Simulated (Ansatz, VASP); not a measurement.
## TePb in VASP and in Ansatz

```xyz
2
Lattice="0.0000 3.2664 3.2664 3.2664 0.0000 3.2664 3.2664 3.2664 0.0000" Properties=species:S:1:pos:R:3 pbc="T T T"
Pb    0.0000    0.0000    0.0000
Te    3.2664    3.2664    3.2664
```

Alike in both runs: functional r2SCAN; k mesh 12 × 12 × 12; occupations fermi-dirac, width 0.08 eV; no spin polarisation.

Ansatz relaxed the structure, and its values are those at the end. VASP's run is a single point on that final structure, the one shown.

|  | VASP | Ansatz |
| --- | --- | --- |
| version | VASP 6.6.1 | Ansatz 0.2.0 |
| potentials or method | VASP PAW PBE potentials, release 64 (Pb_d, Te) | PAW with Ansatz's default frozen-core files, scalar-relativistic |
| plane-wave cutoff (eV) | 520 | 500 |
| valence electrons in the cell | 20 | 30 |

|  | VASP | Ansatz | Ansatz less VASP |
| --- | --- | --- | --- |
| pressure (GPa) | 0.0 | 0.0 | +0.01 |

VASP's potentials were made for PBE, not for r2SCAN. VASP's potentials hold 20 valence electrons a cell and Ansatz's 30, so a difference there can come from the potentials and not from the codes.

Spin-orbit coupling is off throughout.
